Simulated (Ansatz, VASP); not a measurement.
**Sb3Se in VASP and in Ansatz**

```
Sb Se
1.0
     3.71027    0.00000    0.00000
     0.00000    3.71027    0.00000
     0.00000    0.00000    7.43734
Sb Se
3 1
Direct
  0.50000 0.50000 0.75630
  0.00000 0.00000 0.50000
  0.50000 0.50000 0.24370
  0.00000 0.00000 0.00000
```

Change from the starting cell: species swapped into the Dy3Mg type (P4/mmm, No. 123).

Alike in both runs: functional PBE; k mesh 12 × 12 × 6; occupations gaussian, width 0.1 eV; no spin polarisation.

Ansatz relaxed the structure, and its values are those at the end. VASP's run is a single point on that final structure, the one shown.

|  | VASP | Ansatz |
| --- | --- | --- |
| version | VASP 6.6.1 | Ansatz 0.2.0 |
| potentials or method | VASP PAW PBE potentials, release 64 (Sb, Se), cutoff 520 eV | scalar-relativistic, plane waves, PAW |
| valence electrons in the cell | 21 | 61 |

```tsv
	VASP	Ansatz	Ansatz less VASP
gap on the k mesh at the Fermi level (eV)	none	none	-
pressure (GPa)	-0.2	0.0	+0.14
rms of the force components (eV/Å)	0.004	0.002	-0.0018
```

A gap of «none» marks a metal or a gap that the smearing closes. VASP's potentials hold 21 valence electrons a cell and Ansatz's 61, so a difference there can come from the potentials and not from the codes.

Neither program's run includes spin-orbit coupling.
